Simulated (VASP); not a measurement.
Crystal: Ag2As.

```
Ag As
1.0
     4.67480    0.00000    0.00000
    -2.33740    4.04850    0.00000
     0.00000    0.00000    3.05330
Ag As
2 1
Direct
  0.33333 0.66667 0.50000
  0.66667 0.33333 0.50000
  0.00000 0.00000 0.00000
```

The cell was generated, and may not be a known phase.

* Program: VASP 6.6.1
* Task: relaxation of cell and atoms
* Functional: PBE
* Potentials or basis: VASP PAW PBE potentials, release 64 (Ag, As)
* Cutoff: 600 eV
* k mesh: 6 × 6 × 6
* Occupations: gaussian, width 0.1 eV
* Spin: no spin polarisation

At the start: pressure -0.3 GPa; volume 19.26 Å³/atom.

Q: How do energy, volume and symmetry change on relaxing?

A: Over 6 steps the energy falls by 64.3 meV/atom and the volume is 18.82 Å³/atom (-2.3 %); space group P6/mmm (No. 191, to 0.1 Å) before and after.

Step by step:
| step | energy change (eV) | largest force (eV/Å) | pressure (GPa) | volume (Å³) |
| --- | --- | --- | --- | --- |
| 1 | 0.0000 | 0.0000 | -0.33 | 57.79 |
| 2 | -0.1367 | 0.0000 | -0.87 | 57.38 |
| 3 | -0.1924 | 0.0000 | -0.42 | 56.90 |
| 4 | -0.1929 | 0.0000 | -0.32 | 56.84 |
| 5 | -0.1929 | 0.0000 | -0.37 | 56.86 |
| 6 | -0.1930 | 0.0000 | 0.27 | 56.45 |

Final structure:
```
Ag As
1.0
     4.83109    0.00000    0.00000
    -2.41554    4.18384    0.00000
     0.00000    0.00000    2.79261
Ag As
2 1
Direct
  0.33333 0.66667 0.50000
  0.66667 0.33333 0.50000
  0.00000 0.00000 0.00000
```
